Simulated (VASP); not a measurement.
Here is a VASP 6.6.1 calculation.

File INCAR:

```
SYSTEM = O
PREC = Accurate ; ENCUT = 520
EDIFF = 1E-8 ; ISMEAR = -1
SIGMA = 0.02 ; LREAL = .FALSE.
LASPH = .TRUE. ; NELM = 100
ALGO = Normal ; ISIF = 2
LWAVE = .FALSE. ; LCHARG = .FALSE.
GGA = CA ; LEFG = .TRUE.
NBANDS = 13
```

The input KPOINTS:

```
regular mesh
0
G
  10 10 10
  0 0 0
```

Contents of POSCAR:

```
O
1.0
    1.4233490221      0.8217709410      3.4083000000
   -1.4233490221      0.8217709410      3.4083000000
    0.0000000000     -1.6435418821      3.4083000000
O
2
Direct
    0.0577000000      0.0577000000      0.0577000000
    0.9423000000      0.9423000000      0.9423000000
```

Potentials or basis: VASP PAW LDA potentials, release 64 (O).

The run is started by

```bash
$ cat potpaw_LDA.64/O/POTCAR > POTCAR
$ mpirun -np 1 vasp_std > vasp.out
```

Task: Estimate the band gap on the k mesh.

Result: Zero (bands 6 and 7 overlap by 1.33 eV).

Task: Predict the pressure.

Result: 1.5 GPa.

Task: What does it give for the largest force?

Result: 3.524 eV/Å.

Electric field gradients, principal values (V/Å²):
```tsv
atom	least	middle	greatest (by size)
1 O	-57.665	-57.665	115.330
2 O	-57.665	-57.665	115.330
```

Caveat: the standard files for N, O and F lose accuracy on very short bonds; spin is off for a triplet molecule; without QUAD_EFG the Cq values of the log hold for a quadrupole moment of 1 mb, not for the nuclei; forces of over 1 eV/Å act on the atoms, so gaps and moduli don't describe the material at rest.
